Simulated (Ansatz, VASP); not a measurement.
## Two plane-wave programs on WSe2

```
W Se
1.0
     3.27902    0.00000    0.00000
    -1.63951    2.83971    0.00000
     0.00000    0.00000   12.78851
W Se
2 4
Direct
  0.33333 0.66667 0.25000
  0.66667 0.33333 0.75000
  0.33333 0.66667 0.61829
  0.66667 0.33333 0.11829
  0.33333 0.66667 0.88171
  0.66667 0.33333 0.38171
```

Alike in both runs: task relaxation of cell and atoms; functional LDA; k mesh 9 × 9 × 2; occupations gaussian, width 0.02 eV; no spin polarisation.

|  | VASP | Ansatz |
| --- | --- | --- |
| version | VASP 6.6.1 | Ansatz 0.2.0 |
| potentials or method | VASP PAW LDA potentials, release 64 (W_sv, Se), cutoff 600 eV | scalar-relativistic, plane waves, PAW |
| valence electrons in the cell | 52 | 92 |

```csv
,VASP,Ansatz,Ansatz less VASP
"gap on the k mesh at the Fermi level, each at its own relaxed structure (eV)",0.98,0.99,+0.012
relaxed volume (Å³/atom),19.62,19.54,-0.074
relaxed cell length with the largest relative difference (Å),3.255,3.250,-0.0048
```

LDA's correlation is that of Perdew and Zunger in VASP and of Perdew and Wang (1992) in Ansatz. VASP's potentials hold 52 valence electrons a cell and Ansatz's 92, so a difference there can come from the potentials and not from the codes.

Neither program's run includes spin-orbit coupling.
